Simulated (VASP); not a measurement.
# Ni (Im-3m) in VASP: a series of runs, part 2 of 2

VASP 6.6.1. Earlier steps stand in the parts before.

### Step 4. Single point, PBEsol, collinear spin, ferromagnetic start

This run uses another cell than the first one, of 10.46 Å³/atom, 0.926 times its volume.

Contents of INCAR:

```
SYSTEM = Ni
PREC = Accurate
ENCUT = 520
EDIFF = 1E-7
ISMEAR = -1
SIGMA = 0.05
LREAL = .FALSE.
LASPH = .TRUE.
NELM = 150
ALGO = Normal
ISIF = 2
LWAVE = .FALSE.
LCHARG = .FALSE.
ISPIN = 2
MAGMOM = 0.8
LORBIT = 11
LMAXMIX = 4
GGA = PS
NBANDS = 15
```

Contents of KPOINTS:

```
regular mesh
0
G
  16 16 16
  0 0 0
```

Contents of POSCAR:

```
Ni
1.0
   -1.3778346498      1.3778346498      1.3778346498
    1.3778346498     -1.3778346498      1.3778346498
    1.3778346498      1.3778346498     -1.3778346498
Ni
1
Direct
    0.0000000000      0.0000000000      0.0000000000
```

Launch:

```sh
> cat potpaw_PBE.64/Ni/POTCAR > POTCAR
> mpirun -np 1 vasp_std > vasp.out
```

Wall time 40 s (1 thread of Intel Xeon 6975P-C (Granite Rapids), shared host); peak memory 0.14 GiB.

Results (log left out):

| Quantity | Value |
| --- | --- |
| Free energy | -6.0424 eV |
| Pressure | -0.1 GPa |
| Net moment | 0.53 μB per cell |
| Site moments | Ni +0.53 μB |
| Valence electrons inside the program's atomic spheres | Ni 9.39 |

Levels at points of the mesh, in eV from the Fermi level:
Spin up:
```tsv
k point	band 3	band 4	band 5	band 6	band 7	band 8
(0.00, 0.00, 0.00)	-2.36	-2.36	-0.87	-0.87	26.85	26.85
(0.50, 0.00, 0.00)	-0.95	-0.71	0.03	0.20	6.79	19.45
(0.50, 0.50, 0.50)	-0.20	-0.20	-0.20	9.99	9.99	9.99
```
Spin down:
```csv
k point,band 3,band 4,band 5,band 6,band 7,band 8
"(0.00, 0.00, 0.00)",-1.74,-1.74,-0.38,-0.38,26.79,26.79
"(0.50, 0.00, 0.00)",-0.41,-0.21,0.19,0.74,7.13,19.41
"(0.50, 0.50, 0.50)",0.49,0.49,0.49,10.03,10.03,10.03
```

Caveat: the PAW data sets were made with another functional, which shifts forces and pressure a little.

### Step 5. Relaxation of cell and atoms, PBEsol, collinear spin, ferromagnetic start

This run uses another cell than the first one, of 10.94 Å³/atom, 0.968 times its volume.

Contents of INCAR:

```
SYSTEM = Ni
PREC = Accurate ; ENCUT = 600
EDIFF = 1E-6 ; ISMEAR = -1
SIGMA = 0.05 ; LREAL = .FALSE.
LASPH = .TRUE. ; NELM = 150
ALGO = Normal ; ISIF = 3
LWAVE = .FALSE. ; LCHARG = .FALSE.
ISPIN = 2 ; MAGMOM = 0.8
LORBIT = 11 ; LMAXMIX = 4
GGA = PS ; IBRION = 2
NSW = 80 ; EDIFFG = -0.01
```

KPOINTS is that of step 4.

Contents of POSCAR:

```
Ni
1.0
   -1.3984527048      1.3984527048      1.3984527048
    1.3984527048     -1.3984527048      1.3984527048
    1.3984527048      1.3984527048     -1.3984527048
Ni
1
Direct
    0.0000000000      0.0000000000      0.0000000000
```

Launch:

```sh
> cat potpaw_PBE.64/Ni/POTCAR > POTCAR
> mpirun -np 1 vasp_std > vasp.out
```

It took 64 s on 1 thread of Intel Xeon 6975P-C (Granite Rapids), shared host; peak memory 0.15 GiB.

It converged, with:

* Free energy: -6.0425 eV
* Relaxed volume: 10.46 Å³/atom
* Relaxed cell: a = 2.386 Å, b = 2.386 Å, c = 2.386 Å, α = 109.47°, β = 109.47°, γ = 109.47°
* Space group after relaxing (to 0.05 Å): Im-3m (No. 229)
* Energy gained by relaxing: 14.1 meV/atom
* Ionic steps: 3
* Pressure after relaxing: -0.1 GPa
* Net moment: 0.53 μB per cell
* Site moments: Ni +0.53 μB
* Valence electrons inside the program's atomic spheres: Ni 9.39

The path:
| step | energy change (eV) | largest force (eV/Å) | pressure (GPa) | volume (Å³) |
| --- | --- | --- | --- | --- |
| 1 | 0.0000 | 0.0000 | -8.94 | 10.94 |
| 2 | 0.0006 | 0.0000 | 10.91 | 10.00 |
| 3 | -0.0141 | 0.0000 | -0.05 | 10.46 |

Final structure:
```
CELL_PARAMETERS angstrom
-1.37762 1.37762 1.37762
1.37762 -1.37762 1.37762
1.37762 1.37762 -1.37762
ATOMIC_POSITIONS crystal
Ni 0.00000 0.00000 0.00000
```

Levels at points of the mesh, in eV from the Fermi level:
Spin up:
```tsv
k point	band 3	band 4	band 5	band 6	band 7	band 8
(0.00, 0.00, 0.00)	-2.36	-2.36	-0.87	-0.87	26.86	26.86
(0.50, 0.00, 0.00)	-0.95	-0.70	0.03	0.20	6.79	19.45
(0.50, 0.50, 0.50)	-0.20	-0.20	-0.20	9.99	9.99	9.99
```
Spin down:
```
           k point  band 1  band 2  band 3  band 4  band 5  band 6  band 7  band 8  band 9
(0.00, 0.00, 0.00)   -9.18   -1.74   -1.74   -1.74   -0.39   -0.39   26.80   26.80   26.80
(0.50, 0.00, 0.00)   -4.48   -2.78   -0.41   -0.21    0.19    0.74    7.13   19.42   20.69
(0.50, 0.50, 0.50)   -4.07   -4.07    0.49    0.49    0.49   10.04   10.04   10.04   16.20
```

Caveat: the PAW data sets were made with another functional, which shifts forces and pressure a little.

### Step 6. Single point, PBEsol, collinear spin, ferromagnetic start

This run uses another cell than the first one, of 10.46 Å³/atom, 0.926 times its volume.

Contents of INCAR:

```
ALGO     = Normal         # electronic algorithm
EDIFF    = 1E-6           # SCF threshold, eV
ENCUT    = 520            # plane-wave cutoff, eV
GGA      = PS             # functional
ISIF     = 2              # what is computed and relaxed
ISMEAR   = -1             # smearing method
ISPIN    = 2              # spin polarisation
LASPH    = True           # aspherical terms in the spheres
LCHARG   = False          # write CHGCAR
LMAXMIX  = 4              # l up to which the mixer works
LORBIT   = 11             # projections on sites
LREAL    = False          # projectors in reciprocal space
LWAVE    = False          # write WAVECAR
MAGMOM   = 0.558          # initial moments
NBANDS   = 15             # bands
NELM     = 150            # most SCF steps
PREC     = Accurate       # precision mode
SIGMA    = 0.05           # smearing width, eV
```

Contents of KPOINTS:

```
k-points
0
Gamma
  26 26 26
```

Contents of POSCAR:

```
Ni
1.0
   -1.3778346498      1.3778346498      1.3778346498
    1.3778346498     -1.3778346498      1.3778346498
    1.3778346498      1.3778346498     -1.3778346498
Ni
1
Direct
    0.0000000000      0.0000000000      0.0000000000
```

Potentials or basis: VASP PAW PBE potentials, release 64 (Ni).

Launch:

```sh
> cat potpaw_PBE.64/Ni/POTCAR > POTCAR
> mpirun -np 1 vasp_std > vasp.out
```

Wall time 2 min (1 thread of Intel Xeon 6975P-C (Granite Rapids), shared host); peak memory 0.23 GiB.

The run converged. Its results:

* Free energy: -6.0407 eV
* Pressure: 0.0 GPa
* Net moment: 0.53 μB per cell
* Site moments: Ni +0.53 μB
* Valence electrons inside the program's atomic spheres: Ni 9.39

Levels at points of the mesh, in eV from the Fermi level:
Spin up:
| k point | band 1 | band 2 | band 3 | band 4 | band 5 | band 6 | band 7 | band 8 | band 9 | band 10 |
| --- | --- | --- | --- | --- | --- | --- | --- | --- | --- | --- |
| (0.00, 0.00, 0.00) | -9.20 | -2.37 | -2.37 | -2.37 | -0.88 | -0.88 | 26.85 | 26.85 | 26.85 | 32.00 |
| (0.50, 0.00, 0.00) | -4.83 | -3.34 | -0.95 | -0.71 | 0.02 | 0.19 | 6.78 | 19.44 | 20.57 | 24.34 |
| (0.50, 0.50, 0.50) | -4.40 | -4.40 | -0.21 | -0.21 | -0.21 | 9.98 | 9.98 | 9.98 | 16.05 | 16.05 |
Spin down:
```
           k point  band 3  band 4  band 5  band 6  band 7  band 8
(0.00, 0.00, 0.00)   -1.75   -1.75   -0.39   -0.39   26.78   26.78
(0.50, 0.00, 0.00)   -0.42   -0.22    0.18    0.73    7.12   19.40
(0.50, 0.50, 0.50)    0.49    0.49    0.49   10.03   10.03   10.03
```

Caveat: the PAW data sets were made with another functional, which shifts forces and pressure a little.

### Step 7. The runs side by side

```tsv
task	cell	k mesh	cutoff (eV)	gap on the mesh (eV)	pressure (GPa)	moment (μB)
single point	a = 2.448 Å, angles 109.5°, 1 atom	18 × 18 × 18	600	none	-14.1	0.57
single point	a = 2.478 Å, angles 109.5°, 1 atom	18 × 18 × 18	600	none	-19.0	0.59
single point	a = 2.386 Å, angles 109.5°, 1 atom	16 × 16 × 16	520	none	-0.1	0.53
relaxation of cell and atoms	relaxed from a = 2.422 Å, angles 109.5°, 1 atom	16 × 16 × 16	600	none	-0.1	0.53
single point	a = 2.386 Å, angles 109.5°, 1 atom	26 × 26 × 26	520	none	0.0	0.53
```

Alike in all rows: level PBEsol; potentials or basis VASP PAW PBE potentials, release 64 (Ni); spin collinear, ferromagnetic start; smearing fermi-dirac 0.05 eV.

Caveats: the PAW data sets were made with another functional, which shifts forces and pressure a little.

Absolute energies hang on the potentials; compare differences alone.
